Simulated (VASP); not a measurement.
Write the native input for VASP 6.6.1 that does the following.

* Task: single point
* Functional: PBEsol
* Potentials or basis: VASP PAW PBE potentials, release 64 (C)
* Cutoff: 520 eV
* k mesh: 18 × 18 × 6
* Occupations: fermi-dirac, width 0.15 eV
* Spin: no spin polarisation
* Dipole correction: no
* Further INCAR settings: ALGO = Normal; EDIFF = 1e-06; NBANDS = 11

The structure of C lies in POSCAR:

```
C
1.0
    2.4588472126      0.0000000000      0.0000000000
   -1.2294236063      2.1294241502      0.0000000000
    0.0000000000      0.0000000000      8.3521983039
C
2
Direct
    0.3333333333      0.6666666667      0.0000000000
    0.6666666667      0.3333333333      0.0000000000
```

The input as run:

INCAR

```
PREC     = Accurate       # precision mode
ENCUT    = 520            # plane-wave cutoff, eV
EDIFF    = 1E-6           # SCF threshold, eV
ISMEAR   = -1             # smearing method
SIGMA    = 0.15           # smearing width, eV
LREAL    = F              # projectors in reciprocal space
LASPH    = T              # aspherical terms in the spheres
NELM     = 80             # most SCF steps
ALGO     = Normal         # electronic algorithm
ISIF     = 2              # what is computed and relaxed
LWAVE    = F              # write WAVECAR
LCHARG   = F              # write CHGCAR
GGA      = PS             # functional
NBANDS   = 11             # bands
```

KPOINTS

```
regular mesh
0
Gamma
  18 18 6
```

Potentials or basis: VASP PAW PBE potentials, release 64 (C).

Command:

```bash
$ cat potpaw_PBE.64/C/POTCAR > POTCAR
$ mpirun -np 1 vasp_std > vasp.out
```

It gave:

| Item | Value |
| --- | --- |
| Band gap on the k mesh | zero (filled and empty bands touch) |

Caveat: there is no dipole correction, which matters where the two faces differ.

Run time: 38 s on 1 thread of AMD EPYC 7R13 Processor (Zen 3), on a shared host, peak memory 0.15 GiB.
